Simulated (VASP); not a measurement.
# NdB (Fm-3m) in VASP: single point with PBE

Aim: the single point of NdB with PBE.

All numbers are computed with VASP 6.6.1; they aren't measurements. Logs are shortened: lines on timing, memory, paths and dates and some standing lists are left out, and cuts for length are marked.

### 1 The cell of the first run

Symmetry: Fm-3m, No. 225, cubic system. The conventional cell has a = 5.347 Å, b = 5.347 Å, c = 5.347 Å, α = 90.00°, β = 90.00°, γ = 90.00°. Within 3.5 Å of Nd (site symmetry m-3m) lie 6 B at 2.67 Å. Within 3.5 Å of B (site symmetry m-3m) lie 6 Nd at 2.67 Å.

### 2 Single point, PBE, collinear spin, ferromagnetic start

File INCAR:

```
SYSTEM = NdB
PREC     = Accurate       ! precision mode
ENCUT    = 520            ! plane-wave cutoff, eV
EDIFF    = 1E-7           ! SCF threshold, eV
ISMEAR   = 0              ! smearing method
SIGMA    = 0.05           ! smearing width, eV
LREAL    = .FALSE.        ! projectors in reciprocal space
LASPH    = .TRUE.         ! aspherical terms in the spheres
NELM     = 150            ! most SCF steps
ALGO     = Normal         ! electronic algorithm
ISIF     = 2              ! what is computed and relaxed
LWAVE    = .FALSE.        ! write WAVECAR
LCHARG   = .FALSE.        ! write CHGCAR
ISPIN    = 2              ! spin polarisation
MAGMOM   = 3 0            ! initial moments
LORBIT   = 11             ! projections on sites
LMAXMIX  = 6              ! l up to which the mixer works
GGA      = PE             ! functional
NBANDS   = 20             ! bands
```

File KPOINTS:

```
Automatic mesh
0
G
  6 6 6
  0 0 0
```

File POSCAR:

```
NdB
1.0
    0.0000000000      2.6735412899      2.6735412899
    2.6735412899      0.0000000000      2.6735412899
    2.6735412899      2.6735412899      0.0000000000
Nd B
1 1
Direct
    0.5000000000      0.5000000000      0.5000000000
    0.0000000000      0.0000000000      0.0000000000
```

Potentials or basis: VASP PAW PBE potentials, release 64 (Nd, B).

The run is started by

```bash
cat potpaw_PBE.64/Nd/POTCAR potpaw_PBE.64/B/POTCAR > POTCAR
mpirun -np 1 vasp_std > vasp.out
```

OUTCAR:

```text
SYSTEM = NdB
   PREC = Accurate
   ENCUT = 520
   EDIFF = 1E-7
   ISMEAR = 0
   LREAL = .FALSE.
   LASPH = .TRUE.
   NELM = 150
   ISIF = 2
   ISPIN = 2
   LORBIT = 11
   GGA = PE

 ion  position               nearest neighbor table
   1  0.500  0.500  0.500-   2 2.67   2 2.67   2 2.67   2 2.67   2 2.67   2 2.67
   2  0.000  0.000  0.000-   1 2.67   1 2.67   1 2.67   1 2.67   1 2.67   1 2.67

  LATTYP: Found a face centered cubic cell.
 ALAT       =     5.3470825798

  Lattice vectors:

 A1 = (   0.0000000000,   2.6735412899,   2.6735412899)
 A2 = (   2.6735412899,   0.0000000000,   2.6735412899)
 A3 = (   2.6735412899,   2.6735412899,   0.0000000000)

Analysis of symmetry for initial positions (statically):
=====================================================================
 Subroutine PRICEL returns:
 Original cell was already a primitive cell.

 Routine SETGRP: Setting up the symmetry group for a
 face centered cubic supercell.

 Subroutine GETGRP returns: Found 48 space group operations
 (whereof 48 operations were pure point group operations)
 out of a pool of 48 trial point group operations.

The static configuration has the point symmetry O_h .

Analysis of symmetry for dynamics (positions and initial velocities):
=====================================================================
 Subroutine PRICEL returns:
 Original cell was already a primitive cell.

 Routine SETGRP: Setting up the symmetry group for a
 face centered cubic supercell.

 Subroutine GETGRP returns: Found 48 space group operations
 (whereof 48 operations were pure point group operations)
 out of a pool of 48 trial point group operations.

The dynamic configuration has the point symmetry O_h .

Analysis of structural, dynamic, and magnetic symmetry:
=====================================================================
 Subroutine PRICEL returns:
 Original cell was already a primitive cell.

 Routine SETGRP: Setting up the symmetry group for a
 face centered cubic supercell.

 Subroutine GETGRP returns: Found 48 space group operations
 (whereof 48 operations were pure point group operations)
 out of a pool of 48 trial point group operations.

The overall configuration has the point symmetry O_h .

 Subroutine INISYM returns: Found 48 space group operations
 (whereof 48 operations are pure point group operations),
 and found     1 'primitive' translations

[... 109 lines left out ...]
   LORBIT       =     11    0 simple, 1 ext, 2 COOP (PROOUT), +10 PAW based schemes
   GGA     = PE    functional components
   LHFCALC =     F    Hartree Fock is set to
   AEXX    =    0.0000 exact exchange contribution
   IVDW    =     0    specifies the selected vdW correction
   LEPSILON=     F    determine dielectric tensor
   LRPA    =     F    only Hartree local field effects (RPA)
 spin polarized calculation
 Gauss-broadening in eV      SIGMA  =   0.05
  energy-cutoff  :      520.00
  volume of cell :       38.22
 maximum number of plane-waves:      1056
   NGX = 13   NGY = 13   NGZ = 13

 number of electron      17.0000000 magnetization      -0.3141080

 number of electron      16.9999996 magnetization       4.1753926

 Free energy of the ion-electron system (eV)
  ---------------------------------------------------
  ext. energy  EPLUGINS =         0.00000000
  ---------------------------------------------------
  free energy    TOTEN  =       -12.03510068 eV

  energy without entropy =      -12.02353199  energy(sigma->0) =      -12.02931634

 E-fermi :   4.6871     XC(G=0): -10.7084

 val. band max:        4.6732139757   @ k =   0.5000   0.0000   0.0000
 cond. band min:       4.6916384035   @ k =   0.3333   0.3333   0.0000
 fundamental gap:      0.0184244278
 Fermi energy:         4.6870868352

 spin component 1

 k-point     1 :       0.0000    0.0000    0.0000
  band No.  band energies     occupation
      1     -32.0165      1.00000
      2     -12.7689      1.00000
      3     -12.7689      1.00000
      4     -12.7689      1.00000
      5      -2.6682      1.00000
      6       3.9439      1.00000
[... 344 lines left out ...]
      6       3.7576      1.00000
[... 12 lines left out ...]
     19      11.8897      0.00000
     20      13.5312      0.00000
 Fermi energy:         4.6870868352

 spin component 2

 k-point     1 :       0.0000    0.0000    0.0000
  band No.  band energies     occupation
      1     -30.4961      1.00000
      2     -11.5759      1.00000
      3     -11.5759      1.00000
      4     -11.5759      1.00000
      5      -1.8585      1.00000
      6       5.8779      0.00000
[... 357 lines left out ...]
     19      12.7311      0.00000
     20      14.3738      0.00000

------------------------ aborting loop because EDIFF is reached ----------------------------------------

  FORCE on cell =-STRESS in cart. coord.  units (eV):
  Direction    XX          YY          ZZ          XY          YZ          ZX
  --------------------------------------------------------------------------------------
  -------------------------------------------------------------------------------------
  Total        1.3587150      1.3587150      1.3587150     -0.0000000      0.0000000      0.0000000
  in kB       56.9571516     56.9571516     56.9571516     -0.0000000      0.0000000      0.0000000
  external PRESSURE =      56.9571516 kB  Pullay stress =       0.0000000 kB

 VOLUME and BASIS-vectors are now :
 -----------------------------------------------------------------------------
  energy-cutoff  :      520.00
  volume of cell :       38.22
      direct lattice vectors                 reciprocal lattice vectors
     0.000000000  2.673541290  2.673541290    -0.187017871  0.187017871  0.187017871
     2.673541290  0.000000000  2.673541290     0.187017871 -0.187017871  0.187017871
     2.673541290  2.673541290  0.000000000     0.187017871  0.187017871 -0.187017871

 POSITION                                       TOTAL-FORCE (eV/Angst)
 -----------------------------------------------------------------------------------
      2.67354      2.67354      2.67354        -0.000000      0.000000     -0.000000
      0.00000      0.00000      0.00000         0.000000     -0.000000      0.000000
 -----------------------------------------------------------------------------------
    total drift:                                0.000000      0.000000      0.000000

  FREE ENERGIE OF THE ION-ELECTRON SYSTEM (eV)
  ---------------------------------------------------
  free  energy   TOTEN  =       -12.0351006827 eV

  energy  without entropy=      -12.0235319878  energy(sigma->0) =      -12.02931634

 total charge

# of ion       s       p       d       f       tot
--------------------------------------------------
    1        2.004   5.366   0.649   3.086  11.105
    2        0.797   0.884   0.000   0.000   1.681
--------------------------------------------------
tot          2.801   6.250   0.649   3.086  12.786

 magnetization (x)

# of ion       s       p       d       f       tot
--------------------------------------------------
    1       -0.012  -0.040   0.156   2.974   3.077
    2        0.001   0.237   0.000   0.000   0.238
--------------------------------------------------
tot         -0.011   0.197   0.156   2.974   3.315
```

OSZICAR:

```text
N       E                     dE             d eps       ncg     rms          rms(c)
DAV:   1     0.997412038331E+02    0.99741E+02   -0.70668E+03  1704   0.222E+03
DAV:   2    -0.683696792679E+01   -0.10658E+03   -0.92298E+02  2000   0.271E+02
[... 18 lines left out ...]
DAV:  21    -0.120351014944E+02    0.27974E-05   -0.78271E-06  2152   0.403E-02    0.921E-02
DAV:  22    -0.120351026909E+02   -0.11965E-05   -0.52921E-06  1952   0.204E-02    0.565E-02
DAV:  23    -0.120351010512E+02    0.16396E-05   -0.25743E-06  2096   0.308E-02    0.286E-02
DAV:  24    -0.120351005706E+02    0.48061E-06   -0.15901E-06  2064   0.260E-02    0.527E-03
DAV:  25    -0.120351007540E+02   -0.18334E-06   -0.22129E-07  1504   0.564E-03    0.977E-03
DAV:  26    -0.120351006827E+02    0.71312E-07   -0.36176E-08   840   0.452E-03
   1 F= -.12035101E+02 E0= -.12029316E+02  d E =-.115687E-01  mag=     4.1758
```

Run time: 56 s. Hardware: 1 thread of AMD EPYC 7R43 (Zen 3), shared host; peak memory 0.16 GiB.

What came out:

* Free energy: -12.0351 eV
* Pressure: 5.7 GPa
* Net moment: 4.18 μB per cell
* Site moments: Nd +3.08; B +0.24 μB
* Valence electrons inside the program's atomic spheres: Nd 11.11; B 1.68

Levels at points of the mesh, in eV from the Fermi level:
Spin up:
| k point | band 8 | band 9 | band 10 | band 11 | band 12 | band 13 |
| --- | --- | --- | --- | --- | --- | --- |
| (0.00, 0.00, 0.00) | -0.74 | -0.70 | 0.72 | 0.72 | 0.72 | 2.04 |
| (0.50, 0.00, 0.00) | -1.26 | -0.52 | -0.09 | -0.09 | -0.01 | 0.47 |
| (0.50, 0.50, 0.00) | -0.42 | -0.39 | -0.17 | 0.17 | 0.32 | 0.32 |
Spin down:
| k point | band 2 | band 3 | band 4 | band 5 | band 6 | band 7 | band 8 | band 9 | band 10 | band 11 |
| --- | --- | --- | --- | --- | --- | --- | --- | --- | --- | --- |
| (0.00, 0.00, 0.00) | -16.26 | -16.26 | -16.26 | -6.55 | 1.19 | 1.19 | 1.19 | 2.16 | 2.16 | 2.16 |
| (0.50, 0.00, 0.00) | -17.36 | -16.36 | -16.36 | -3.37 | -2.48 | -0.56 | -0.56 | 1.86 | 1.86 | 2.18 |
| (0.50, 0.50, 0.00) | -17.21 | -16.63 | -16.63 | -5.70 | 0.23 | 1.04 | 1.16 | 1.16 | 1.90 | 2.30 |

Caveat: the magnetic or orbital state may not be the lowest; spin-orbit coupling is left out, which moves the levels of the heavy elements; without U or exact exchange the open f shell lies at the Fermi level, which spoils levels, moments and volumes.
